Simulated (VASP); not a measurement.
# K (R-3m) in VASP: single point with PBEsol

Aim: the single point of K with PBEsol.

Program: VASP 6.6.1. These are calculated values, not measurements. Logs are shortened: lines on timing, memory, paths and dates and some standing lists are left out, and cuts for length are marked.

### 1 The cell of the first run

Symmetry: R-3m, No. 166, trigonal system. The conventional cell has a = 5.630 Å, b = 5.630 Å, c = 8.239 Å, α = 90.00°, β = 90.00°, γ = 120.00°. K (site symmetry -3m) has 6 K at 4.26 Å within 5.6 Å.

### 2 Single point, PBEsol (strained)

The input, INCAR:

```
ALGO = Normal
EDIFF = 1E-6
ENCUT = 520
GGA = PS
ISIF = 2
ISMEAR = 0
LASPH = T
LCHARG = T
LELF = T
LREAL = F
LVHAR = T
LWAVE = F
NBANDS = 10
NELM = 60
PREC = Accurate
SIGMA = 0.1
```

The input, KPOINTS:

```
k-points
0
Gamma
  9 9 9
```

The input, POSCAR:

```
K
1.0
    4.2396620736      0.2586263694     -0.2586263694
    0.2586263694      4.2396620736     -0.2586263694
   -0.2586263694     -0.2586263694      4.2396620736
K
1
Direct
    0.0000000000      0.0000000000      0.0000000000
```

Potentials or basis: VASP PAW PBE potentials, release 64 (K_sv).

The run is started by

```bash
$ cat potpaw_PBE.64/K_sv/POTCAR > POTCAR
$ mpirun -np 1 vasp_std > vasp.out
```

OUTCAR:

```text
EDIFF = 1E-6
   ENCUT = 520
   GGA = PS
   ISIF = 2
   ISMEAR = 0
   LASPH = T
   LREAL = F
   NELM = 60
   PREC = Accurate

 ion  position               nearest neighbor table
   1  0.000  0.000  0.000-

  LATTYP: Found a trigonal (rhomboedric) cell.
 ALAT       =     4.2554094628
 COS(alpha) =     0.1247957152

  Lattice vectors:

 A1 = (  -4.2396620736,  -0.2586263694,   0.2586263694)
 A2 = (  -0.2586263694,  -4.2396620736,   0.2586263694)
 A3 = (  -0.2586263694,  -0.2586263694,   4.2396620736)

Analysis of symmetry for initial positions (statically):
=====================================================================
 Subroutine PRICEL returns:
 Original cell was already a primitive cell.

 Routine SETGRP: Setting up the symmetry group for a
 trigonal (rhombohedral) supercell.

 Subroutine GETGRP returns: Found 12 space group operations
 (whereof 12 operations were pure point group operations)
 out of a pool of 12 trial point group operations.

The static configuration has the point symmetry D_3d.

Analysis of symmetry for dynamics (positions and initial velocities):
=====================================================================
 Subroutine PRICEL returns:
 Original cell was already a primitive cell.

 Routine SETGRP: Setting up the symmetry group for a
 trigonal (rhombohedral) supercell.

 Subroutine GETGRP returns: Found 12 space group operations
 (whereof 12 operations were pure point group operations)
 out of a pool of 12 trial point group operations.

The dynamic configuration has the point symmetry D_3d.

 Subroutine INISYM returns: Found 12 space group operations
 (whereof 12 operations are pure point group operations),
 and found     1 'primitive' translations

----------------------------------------------------------------------------------------

                                     Primitive cell

  volume of cell :      75.3907

  direct lattice vectors                    reciprocal lattice vectors
     4.239662074  0.258626369 -0.258626369     0.237534039 -0.013656876  0.013656876
     0.258626369  4.239662074 -0.258626369    -0.013656876  0.237534039  0.013656876
    -0.258626369 -0.258626369  4.239662074     0.013656876  0.013656876  0.237534039

  length of vectors
     4.255409463  4.255409463  4.255409463     0.238317939  0.238317939  0.238317939

  position of ions in fractional coordinates (direct lattice)
     0.000000000  0.000000000  0.000000000

  ion indices of the primitive-cell ions
   primitive index   ion index
                 1           1

----------------------------------------------------------------------------------------

 KPOINTS: k-points

Automatic generation of k-mesh.
 Grid dimensions read from file:
 generate k-points for:    9    9    9

 Generating k-lattice:

  Cartesian coordinates                     Fractional coordinates (reciprocal lattice)
     0.026392671 -0.001517431  0.001517431     0.111111111 -0.000000000  0.000000000
    -0.001517431  0.026392671  0.001517431    -0.000000000  0.111111111  0.000000000
     0.001517431  0.001517431  0.026392671     0.000000000  0.000000000  0.111111111

  Length of vectors
     0.026479771  0.026479771  0.026479771

  Shift w.r.t. Gamma in fractional coordinates (k-lattice)
     0.000000000  0.000000000  0.000000000

 Subroutine IBZKPT returns following result:
 ===========================================

 Found     85 irreducible k-points:

 Following reciprocal coordinates:
            Coordinates               Weight
  0.000000  0.000000  0.000000      1.000000
  0.111111 -0.000000  0.000000      6.000000
  0.222222  0.000000  0.000000      6.000000
  0.333333 -0.000000  0.000000      6.000000
  0.444444  0.000000  0.000000      6.000000
  0.111111  0.111111 -0.000000      6.000000
[... 16 lines left out ...]
 -0.333333  0.333333  0.000000      6.000000
  0.444444  0.444444  0.000000      6.000000
 [... further k-points ...]
   k-points           NKPTS =     85   k-points in BZ     NKDIM =     85   number of bands    NBANDS=     10
   number of dos      NEDOS =    301   number of ions     NIONS =      1
   total plane-waves  NPLWV =  32768
   dimension x,y,z NGX =    32 NGY =   32 NGZ =   32
   dimension x,y,z NGXF=    64 NGYF=   64 NGZF=   64
   ions per type =               1
   NGX,Y,Z   is equivalent  to a cutoff of  12.50, 12.50, 12.50 a.u.
   NGXF,Y,Z  is equivalent  to a cutoff of  25.00, 25.00, 25.00 a.u.
 SYSTEM =  unknown system
   PREC   = accura    normal or accurate (medium, high low for compatibility)
   ISTART =      0    job   : 0-new  1-cont  2-samecut
   ICHARG =      2    charge: 1-file 2-atom 10-const
   ISPIN  =      1    spin polarized calculation?
   LNONCOLLINEAR =      F non collinear calculations
   LSORBIT =      F    spin-orbit coupling
   LASPH  =      T    aspherical Exc in radial PAW
   ENCUT  =  520.0 eV  38.22 Ry    6.18 a.u.   7.91  7.91  7.91*2*pi/ulx,y,z
   NELM   =     60;   NELMIN=  2; NELMDL= -5     # of ELM steps
   EDIFF  = 0.1E-05   stopping-criterion for ELM
   LREAL  =      F    real-space projection
   EDIFFG = 0.1E-04   stopping-criterion for IOM
   NSW    =      0    number of steps for IOM
   IBRION =     -1    ionic relax: 0-MD 1-quasi-New 2-CG
   NFREE  =      0    steps in history (QN), initial steepest desc. (CG)
   ISIF   =      2    stress and relaxation
   ISYM   =      2    0-nonsym 1-usesym 2-fastsym
   POTIM  = 0.5000    time-step for ionic-motion
   TEBEG  =    0.0;   TEEND  =   0.0 temperature during run
   PSTRESS=    0.0 pullay stress
   NELECT =       9.0000    total number of electrons
   NUPDOWN=      -1.0000    fix difference up-down
   EMIN   =  10.00;   EMAX   =-10.00  energy-range for DOS
   EFERMI =   0.00;   METHOD = LEGACY
   ISMEAR =     0;   SIGMA  =   0.10  broadening in eV -4-tet -1-fermi 0-gaus
   EFERMI_NEDOS =   21; number of points for ismear=-14 and -15
   IALGO  =     38    algorithm
   IMIX   =      4    mixing-type and parameters
     AMIX     =   0.40;   BMIX     =  1.00
     AMIX_MAG =   1.60;   BMIX_MAG =  1.00
  volume/ion in A,a.u.               =      75.39       508.76
  Fermi-wavevector in a.u.,A,eV,Ry     =   0.806089  1.523288  8.840793  0.649780
  Thomas-Fermi vector in A             =   1.914456
   LORBIT       =      0    0 simple, 1 ext, 2 COOP (PROOUT), +10 PAW based schemes
   GGA     = PS    functional components
   LHFCALC =     F    Hartree Fock is set to
   AEXX    =    0.0000 exact exchange contribution
   IVDW    =     0    specifies the selected vdW correction
   LEPSILON=     F    determine dielectric tensor
   LRPA    =     F    only Hartree local field effects (RPA)
 non-spin polarized calculation
 Gauss-broadening in eV      SIGMA  =   0.10
  energy-cutoff  :      520.00
  volume of cell :       75.39
 maximum number of plane-waves:      2068
   NGX = 15   NGY = 15   NGZ = 15

 number of electron       8.9999998 magnetization

 Free energy of the ion-electron system (eV)
  ---------------------------------------------------
  ext. energy  EPLUGINS =         0.00000000
  ---------------------------------------------------
  free energy    TOTEN  =        -1.04168767 eV

  energy without entropy =       -1.03795159  energy(sigma->0) =       -1.03981963

 E-fermi :  -0.2291     XC(G=0):  -5.6302

 val. band max:       -0.2484879674   @ k =  -0.2222   0.3333   0.2222
 cond. band min:      -0.1783455743   @ k =  -0.1111   0.4444   0.1111
 fundamental gap:      0.0701423932
 Fermi energy:        -0.2290639484

 k-point     1 :       0.0000    0.0000    0.0000
  band No.  band energies     occupation
      1     -32.3516      2.00000
      2     -15.8498      2.00000
      3     -15.8498      2.00000
      4     -15.8481      2.00000
      5      -2.3273      2.00000
      6       2.8080      0.00000
      7       2.8080      0.00000
      8       5.8817      0.00000
      9       5.9096      0.00000
     10       5.9101      0.00000

 k-point     2 :       0.1111   -0.0000    0.0000
  band No.  band energies     occupation
      1     -32.3510      2.00000
      2     -15.8607      2.00000
      3     -15.8489      2.00000
      4     -15.8479      2.00000
      5      -2.2061      2.00000
      6       2.6754      0.00000
      7       2.8602      0.00000
      8       5.4685      0.00000
      9       5.5279      0.00000
     10       5.8745      0.00000

 k-point     3 :       0.2222    0.0000    0.0000
  band No.  band energies     occupation
      1     -32.3495      2.00000
      2     -15.8898      2.00000
      3     -15.8466      2.00000
      4     -15.8458      2.00000
      5      -1.8507      2.00000
      6       2.1633      0.00000
      7       2.9968      0.00000
      8       5.0692      0.00000
      9       5.1793      0.00000
     10       5.6738      0.00000

 k-point     4 :       0.3333   -0.0000    0.0000
  band No.  band energies     occupation
      1     -32.3478      2.00000
      2     -15.9225      2.00000
      3     -15.8440      2.00000
      4     -15.8434      2.00000
      5      -1.2838      2.00000
      6       1.3102      0.00000
      7       3.1554      0.00000
      8       4.7858      0.00000
      9       4.9127      0.00000
     10       5.8980      0.00000
[... 222 lines left out ...]
 k-point    22 :      -0.4444    0.3333    0.0000
  band No.  band energies     occupation
      1     -32.3430      2.00000
      2     -15.9378      2.00000
      3     -15.9083      2.00000
      4     -15.8368      2.00000
      5       0.5111      0.00000
      6       0.9485      0.00000
      7       2.2217      0.00000
      8       3.5361      0.00000
      9       4.9365      0.00000
     10       5.1952      0.00000

 k-point    23 :      -0.3333    0.3333    0.0000
  band No.  band energies     occupation
      1     -32.3441      2.00000
      2     -15.9216      2.00000
      3     -15.9076      2.00000
      4     -15.8383      2.00000
      5      -0.1358      0.18710
      6       1.6992      0.00000
      7       1.8077      0.00000
      8       3.9729      0.00000
      9       5.0298      0.00000
     10       5.1140      0.00000

 k-point    24 :       0.4444    0.4444    0.0000
  band No.  band energies     occupation
      1     -32.3419      2.00000
      2     -15.9432      2.00000
      3     -15.9194      2.00000
      4     -15.8354      2.00000
      5       0.5829      0.00000
      6       1.6231      0.00000
      7       2.3034      0.00000
      8       2.6105      0.00000
      9       4.8682      0.00000
     10       5.2154      0.00000

 [... further k-points ...]

------------------------ aborting loop because EDIFF is reached ----------------------------------------

  FORCE on cell =-STRESS in cart. coord.  units (eV):
  Direction    XX          YY          ZZ          XY          YZ          ZX
  --------------------------------------------------------------------------------------
  -------------------------------------------------------------------------------------
  Total       -0.0064281     -0.0064281     -0.0064281      0.0847557     -0.0847557     -0.0847557
  in kB       -0.1366074     -0.1366074     -0.1366074      1.8012012     -1.8012012     -1.8012012
  external PRESSURE =      -0.1366074 kB  Pullay stress =       0.0000000 kB

 VOLUME and BASIS-vectors are now :
 -----------------------------------------------------------------------------
  energy-cutoff  :      520.00
  volume of cell :       75.39
      direct lattice vectors                 reciprocal lattice vectors
     4.239662074  0.258626369 -0.258626369     0.237534039 -0.013656876  0.013656876
     0.258626369  4.239662074 -0.258626369    -0.013656876  0.237534039  0.013656876
    -0.258626369 -0.258626369  4.239662074     0.013656876  0.013656876  0.237534039

 POSITION                                       TOTAL-FORCE (eV/Angst)
 -----------------------------------------------------------------------------------
      0.00000      0.00000      0.00000        -0.000000      0.000000     -0.000000
 -----------------------------------------------------------------------------------
    total drift:                                0.000000      0.000000      0.000000

  FREE ENERGIE OF THE ION-ELECTRON SYSTEM (eV)
  ---------------------------------------------------
  free  energy   TOTEN  =        -1.0416876725 eV

  energy  without entropy=       -1.0379515869  energy(sigma->0) =       -1.03981963
```

It took 28 s on 1 thread of AMD EPYC 7R43 (Zen 3), shared host; peak memory 0.17 GiB.

What came out:

- Free energy: -1.0417 eV
- Pressure: 0.0 GPa

Stress tensor (GPa, compression positive):
```
-0.01  0.18 -0.18
 0.18 -0.01 -0.18
-0.18 -0.18 -0.01
```

Caveat: the cell differs from its parent crystal (strained); the PAW data sets were made with another functional, which shifts forces and pressure a little.
